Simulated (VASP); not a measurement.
Wanted: the native input for a VASP 6.6.1 run.

```yaml
Task: single point
Functional: LDA
Potentials_or_basis: VASP PAW LDA potentials, release 64 (Al, N)
Cutoff: 520 eV
k_mesh: 9 × 9 × 6
Occupations: gaussian, width 0.05 eV
Spin: no spin polarisation
Dipole_correction: no
Further_INCAR_settings: ALGO = Normal; EDIFF = 1e-07; NBANDS = 16
```

The structure of AlN lies in POSCAR:

```
AlN
1.0
    3.1813000000      0.0000000000      0.0000000000
   -1.5906500000      2.7550866171      0.0000000000
    0.0000000000      0.0000000000      5.1413000000
Al N
2 2
Direct
    0.3333333333      0.6666666667      0.0025288330
    0.6666666667      0.3333333333      0.5025288330
    0.3333333333      0.6666666667      0.3824711670
    0.6666666667      0.3333333333      0.8824711670
```

One way to write it, as run:

INCAR

```
SYSTEM = AlN
PREC = Accurate
ENCUT = 520
EDIFF = 1E-7
ISMEAR = 0
SIGMA = 0.05
LREAL = .False.
LASPH = .True.
NELM = 80
ALGO = Normal
ISIF = 2
LWAVE = .False.
LCHARG = .False.
NBANDS = 16
```

KPOINTS

```
regular mesh
0
Gamma
  9 9 6
  0 0 0
```

Potentials or basis: VASP PAW LDA potentials, release 64 (Al, N).

Launch:

```bash
$ cat potpaw_LDA.64/Al/POTCAR potpaw_LDA.64/N/POTCAR > POTCAR
$ mpirun -np 1 vasp_std > vasp.out
```

Results of the run:

```
Pressure               : -16.7 GPa
Band gap on the k mesh : 3.62 eV, direct
```

Run time: 32 s on 1 thread of AMD EPYC 7R43 64-Core Processor (Zen 3) (shared host), peak memory 0.11 GiB.
